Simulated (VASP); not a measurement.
# GdN (zincblende type) (F-43m) in VASP: further runs, part 2 of 2

VASP 6.6.1. The steps go on from the part before.

### 4 Single point, PBE, collinear spin, ferromagnetic start

This run uses another cell than the first one, of 19.00 Å³/atom.

Contents of POSCAR:

```
GdN
1.0
    0.0000000000      2.6684715907      2.6684715907
    2.6684715907      0.0000000000      2.6684715907
    2.6684715907      2.6684715907      0.0000000000
Gd N
1 1
Direct
    0.0000000000      0.0000000000      0.0000000000
    0.2500000000      0.2500000000      0.2500000000
```

Contents of INCAR.step1:

```
SYSTEM = GdN
PREC     = Accurate       ! precision mode
ENCUT    = 520            ! plane-wave cutoff, eV
EDIFF    = 1E-6           ! SCF threshold, eV
ISMEAR   = -1             ! smearing method
SIGMA    = 0.03           ! smearing width, eV
LREAL    = .FALSE.        ! projectors in reciprocal space
LASPH    = .TRUE.         ! aspherical terms in the spheres
NELM     = 150            ! most SCF steps
ALGO     = Normal         ! electronic algorithm
ISIF     = 2              ! what is computed and relaxed
LWAVE    = .FALSE.        ! write WAVECAR
LCHARG   = .TRUE.         ! write CHGCAR
ISPIN    = 2              ! spin polarisation
MAGMOM   = 7 0            ! initial moments
LMAXMIX  = 6              ! l up to which the mixer works
GGA      = PE             ! functional
NBANDS   = 22             ! bands
```

Contents of KPOINTS.step1:

```
Automatic mesh
0
G
  12 12 12
  0 0 0
```

Contents of INCAR.step2:

```
SYSTEM = GdN
PREC     = Accurate       ! precision mode
ENCUT    = 520            ! plane-wave cutoff, eV
EDIFF    = 1E-6           ! SCF threshold, eV
ISMEAR   = -5             ! smearing method
SIGMA    = 0.03           ! smearing width, eV
LREAL    = .FALSE.        ! projectors in reciprocal space
LASPH    = .TRUE.         ! aspherical terms in the spheres
NELM     = 150            ! most SCF steps
ALGO     = Normal         ! electronic algorithm
ISIF     = 2              ! what is computed and relaxed
LWAVE    = .FALSE.        ! write WAVECAR
LCHARG   = .FALSE.        ! write CHGCAR
ISPIN    = 2              ! spin polarisation
MAGMOM   = 7 0            ! initial moments
LORBIT   = 11             ! projections on sites
LMAXMIX  = 6              ! l up to which the mixer works
GGA      = PE             ! functional
NBANDS   = 22             ! bands
NEDOS    = 1001           ! points of the DOS
ICHARG   = 11             ! starting density
```

Contents of KPOINTS.step2:

```
Automatic mesh
0
G
  18 18 18
  0 0 0
```

Potentials or basis: VASP PAW PBE potentials, release 64 (Gd, N).

Run with:

```
cat potpaw_PBE.64/Gd/POTCAR potpaw_PBE.64/N/POTCAR > POTCAR
cp INCAR.step1 INCAR
cp KPOINTS.step1 KPOINTS
mpirun -np 1 vasp_std > vasp.out
cp INCAR.step2 INCAR
cp KPOINTS.step2 KPOINTS
mpirun -np 1 vasp_std > vasp.out
```

OUTCAR:

```text
SYSTEM = GdN
   PREC = Accurate
   ENCUT = 520
   EDIFF = 1E-6
   ISMEAR = -5
   LREAL = .FALSE.
   LASPH = .TRUE.
   NELM = 150
   ISIF = 2
   ISPIN = 2
   LORBIT = 11
   GGA = PE
   ICHARG = 11

 ion  position               nearest neighbor table
   1  0.000  0.000  0.000-   2 2.31   2 2.31   2 2.31   2 2.31
   2  0.250  0.250  0.250-   1 2.31   1 2.31   1 2.31   1 2.31

  LATTYP: Found a face centered cubic cell.
 ALAT       =     5.3369431814

  Lattice vectors:

 A1 = (   0.0000000000,   2.6684715907,   2.6684715907)
 A2 = (   2.6684715907,   0.0000000000,   2.6684715907)
 A3 = (   2.6684715907,   2.6684715907,   0.0000000000)

Analysis of symmetry for initial positions (statically):
=====================================================================
 Subroutine PRICEL returns:
 Original cell was already a primitive cell.

 Routine SETGRP: Setting up the symmetry group for a
 face centered cubic supercell.

 Subroutine GETGRP returns: Found 24 space group operations
 (whereof 24 operations were pure point group operations)
 out of a pool of 48 trial point group operations.

The static configuration has the point symmetry T_d .

Analysis of symmetry for dynamics (positions and initial velocities):
=====================================================================
 Subroutine PRICEL returns:
 Original cell was already a primitive cell.

 Routine SETGRP: Setting up the symmetry group for a
 face centered cubic supercell.

 Subroutine GETGRP returns: Found 24 space group operations
 (whereof 24 operations were pure point group operations)
 out of a pool of 48 trial point group operations.

The dynamic configuration has the point symmetry T_d .

Analysis of structural, dynamic, and magnetic symmetry:
=====================================================================
 Subroutine PRICEL returns:
 Original cell was already a primitive cell.

 Routine SETGRP: Setting up the symmetry group for a
 face centered cubic supercell.

 Subroutine GETGRP returns: Found 24 space group operations
 (whereof 24 operations were pure point group operations)
 out of a pool of 48 trial point group operations.

The overall configuration has the point symmetry T_d .

 Subroutine INISYM returns: Found 24 space group operations
 (whereof 24 operations are pure point group operations),
 and found     1 'primitive' translations

----------------------------------------------------------------------------------------

                                     Primitive cell

  volume of cell :      38.0030

  direct lattice vectors                    reciprocal lattice vectors
     0.000000000  2.668471591  2.668471591    -0.187373177  0.187373177  0.187373177
     2.668471591  0.000000000  2.668471591     0.187373177 -0.187373177  0.187373177
     2.668471591  2.668471591  0.000000000     0.187373177  0.187373177 -0.187373177

  length of vectors
     3.773788714  3.773788714  3.773788714     0.324539863  0.324539863  0.324539863

  position of ions in fractional coordinates (direct lattice)
     0.000000000  0.000000000  0.000000000
     0.250000000  0.250000000  0.250000000

[... 70 lines left out ...]
   ISTART =      0    job   : 0-new  1-cont  2-samecut
   ICHARG =     11    charge: 1-file 2-atom 10-const
   ISPIN  =      2    spin polarized calculation?
   LNONCOLLINEAR =      F non collinear calculations
   LSORBIT =      F    spin-orbit coupling
   LASPH  =      T    aspherical Exc in radial PAW
   ENCUT  =  520.0 eV  38.22 Ry    6.18 a.u.   7.02  7.02  7.02*2*pi/ulx,y,z
   NELM   =    150;   NELMIN=  2; NELMDL=  0     # of ELM steps
   EDIFF  = 0.1E-05   stopping-criterion for ELM
   LREAL  =      F    real-space projection
   EDIFFG = 0.1E-04   stopping-criterion for IOM
   NSW    =      0    number of steps for IOM
   IBRION =     -1    ionic relax: 0-MD 1-quasi-New 2-CG
   NFREE  =      0    steps in history (QN), initial steepest desc. (CG)
   ISIF   =      2    stress and relaxation
   ISYM   =      2    0-nonsym 1-usesym 2-fastsym
   POTIM  = 0.5000    time-step for ionic-motion
   TEBEG  =    0.0;   TEEND  =   0.0 temperature during run
   PSTRESS=    0.0 pullay stress
   NELECT =      23.0000    total number of electrons
   NUPDOWN=      -1.0000    fix difference up-down
   EMIN   =  10.00;   EMAX   =-10.00  energy-range for DOS
   EFERMI =   0.00;   METHOD = LEGACY
   ISMEAR =    -5;   SIGMA  =   0.03  broadening in eV -4-tet -1-fermi 0-gaus
   EFERMI_NEDOS =   21; number of points for ismear=-14 and -15
   IALGO  =     38    algorithm
   IMIX   =      4    mixing-type and parameters
     AMIX     =   0.40;   BMIX     =  1.00
     AMIX_MAG =   1.60;   BMIX_MAG =  1.00
  volume/ion in A,a.u.               =      19.00       128.23
  Fermi-wavevector in a.u.,A,eV,Ry     =   1.384772  2.616839 26.090434  1.917593
  Thomas-Fermi vector in A             =   2.509245
   LORBIT       =     11    0 simple, 1 ext, 2 COOP (PROOUT), +10 PAW based schemes
   GGA     = PE    functional components
   LHFCALC =     F    Hartree Fock is set to
   AEXX    =    0.0000 exact exchange contribution
   IVDW    =     0    specifies the selected vdW correction
   LEPSILON=     F    determine dielectric tensor
   LRPA    =     F    only Hartree local field effects (RPA)
 spin polarized calculation
 Fermi weights with tetrahedron method with Bloechl corrections
  energy-cutoff  :      520.00
  volume of cell :       38.00
 maximum number of plane-waves:      1038

 number of electron      22.9999995 magnetization       7.0001159

 Free energy of the ion-electron system (eV)
  ---------------------------------------------------
  ext. energy  EPLUGINS =         0.00000000
  ---------------------------------------------------
  free energy    TOTEN  =       -22.83281530 eV

  energy without entropy =      -22.83281530  energy(sigma->0) =      -22.83281530

 E-fermi :   2.0872     XC(G=0): -10.2455

 val. band max:        2.0748422046   @ k =   0.5000   0.5000   0.0000
 cond. band min:       3.2595614995   @ k =   0.0000   0.0000   0.0000
 fundamental gap:      1.1847192949
 Fermi energy:         2.0871599072

 spin component 1

 k-point     1 :       0.0000    0.0000    0.0000
  band No.  band energies     occupation
      1     -41.0803      1.00000
      2     -18.2943      1.00000
      3     -18.2943      1.00000
      4     -18.2943      1.00000
      5     -10.0330      1.00000
      6      -0.9190      1.00000
[... 589 lines left out ...]
     21      11.1456      0.00000
     22      12.9649      0.00000

 [... further k-points ...]

 spin component 2

 k-point     1 :       0.0000    0.0000    0.0000
  band No.  band energies     occupation
      1     -37.9769      1.00000
      2     -16.0910      1.00000
      3     -16.0910      1.00000
      4     -16.0910      1.00000
      5      -9.9978      1.00000
      6       0.2686      1.00000
[... 589 lines left out ...]
     21      12.0570      0.00000
     22      13.7012      0.00000

 [... further k-points ...]

------------------------ aborting loop because EDIFF is reached ----------------------------------------

  FORCE on cell =-STRESS in cart. coord.  units (eV):
  Direction    XX          YY          ZZ          XY          YZ          ZX
  --------------------------------------------------------------------------------------
  -------------------------------------------------------------------------------------
  Total        0.0501663      0.0501663      0.0501663      0.0000000     -0.0000000      0.0000000
  in kB        2.1149723      2.1149723      2.1149723      0.0000000     -0.0000000      0.0000000
  external PRESSURE =       2.1149723 kB  Pullay stress =       0.0000000 kB

 VOLUME and BASIS-vectors are now :
 -----------------------------------------------------------------------------
  energy-cutoff  :      520.00
  volume of cell :       38.00
      direct lattice vectors                 reciprocal lattice vectors
     0.000000000  2.668471591  2.668471591    -0.187373177  0.187373177  0.187373177
     2.668471591  0.000000000  2.668471591     0.187373177 -0.187373177  0.187373177
     2.668471591  2.668471591  0.000000000     0.187373177  0.187373177 -0.187373177

 POSITION                                       TOTAL-FORCE (eV/Angst)
 -----------------------------------------------------------------------------------
      0.00000      0.00000      0.00000        -0.000000     -0.000000     -0.000000
      1.33424      1.33424      1.33424         0.000000      0.000000      0.000000
 -----------------------------------------------------------------------------------
    total drift:                               -0.000000     -0.000000     -0.000000

  FREE ENERGIE OF THE ION-ELECTRON SYSTEM (eV)
  ---------------------------------------------------
  free  energy   TOTEN  =       -22.8328152997 eV

  energy  without entropy=      -22.8328152997  energy(sigma->0) =      -22.83281530

 total charge

# of ion       s       p       d       f       tot
--------------------------------------------------
    1        2.046   5.632   0.594   7.003  15.274
    2        1.260   2.412   0.000   0.000   3.671
--------------------------------------------------
tot          3.305   8.043   0.594   7.003  18.946

 magnetization (x)

# of ion       s       p       d       f       tot
--------------------------------------------------
    1       -0.000  -0.081   0.067   6.802   6.788
    2       -0.007  -0.048   0.000   0.000  -0.055
--------------------------------------------------
tot         -0.008  -0.129   0.067   6.802   6.732
```

Wall time 18 min (1 thread of Intel Xeon 8259CL, shared host); peak memory 0.39 GiB.

Results:

```
Net moment                                            : 7.00 μB per cell
Site moments                                          : Gd +6.79; N -0.06 μB
Valence electrons inside the program's atomic spheres : Gd 15.27; N 3.67
```

Caveat: spin-orbit coupling is left out, which moves the levels of the heavy elements; a cell with one magnetic atom can't hold antiferromagnetic order, which such compounds often take; semilocal functionals describe open f shells poorly, which spoils levels, moments and volumes.
